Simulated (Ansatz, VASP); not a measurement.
# One calculation of P, two programs

The input INCAR:

```
SYSTEM = P
PREC = Accurate
ENCUT = 520
EDIFF = 1E-7
ISMEAR = -1
SIGMA = 0.02
LREAL = .False.
LASPH = .True.
NELM = 60
ALGO = Normal
ISIF = 2
LWAVE = .False.
LCHARG = .False.
LDIPOL = .True.
IDIPOL = 3
DIPOL = 0.5 0.5 0.341
GGA = PE
NBANDS = 18
```

KPOINTS

```
regular mesh
0
Gamma
  6 8 1
  0 0 0
```

File POSCAR:

```
P
1.0
    4.6275012813      0.0000000000      0.0000000000
    0.0000000000      3.4235422537      0.0000000000
    0.0000000000      0.0000000000     27.8195791164
P
4
Direct
    0.0929787652      0.0000000000      0.3787385399
    0.4070212348      0.5000000000      0.3787385399
    0.5929787652      0.5000000000      0.3042336906
    0.9070212348      0.0000000000      0.3042336906
```

Input for Ansatz:

```yaml
crystal:
  lattice:
    - [4.6275012813, 0.0, 0.0]
    - [0.0, 3.4235422537, 0.0]
    - [0.0, 0.0, 27.8195791164]
  atoms:
    - { symbol: P, position: [0.0929787652, 0.0, 0.3787385399] }
    - { symbol: P, position: [0.4070212348, 0.5, 0.3787385399] }
    - { symbol: P, position: [0.5929787652, 0.5, 0.3042336906] }
    - { symbol: P, position: [0.9070212348, 0.0, 0.3042336906] }
  periodic: [true, true, false]
kpoints:
  mp_grid: { grid: [6, 8, 1] }
  band_path:
    path: [[0.0, 0.0, 0.0], [0.5, 0.0, 0.0], [0.5, 0.5, 0.0], [0.0, 0.5, 0.0]]
    npoints: 1
hamiltonian:
  xc: pbe
scf:
  occupations: { method: fermi_dirac, width: 0.02 }
  n_extra_bands: 5
output:
  forces: true
  stress: true
  eigenvalues: true
```

Change from the starting cell: uniaxial_y strain +4.0%.

Alike in both runs: task single point; functional PBE; k mesh 6 × 8 × 1; occupations fermi-dirac, width 0.02 eV; no spin polarisation.

```csv
,VASP,Ansatz
version,VASP 6.6.1,Ansatz 0.2.0
potentials or method,"VASP PAW PBE potentials, release 64 (P)","plane waves, PAW"
plane-wave cutoff (eV),520,420
valence electrons in the cell,20,20
```

|  | VASP | Ansatz | Ansatz less VASP |
| --- | --- | --- | --- |
| gap on the k mesh at the Fermi level (eV) | 1.06 | 1.03 | -0.030 |
| rms of the force components (eV/Å) | 0.109 | 0.133 | +0.0241 |

Atom by atom the forces differ by 0.026 eV/Å (rms over components).
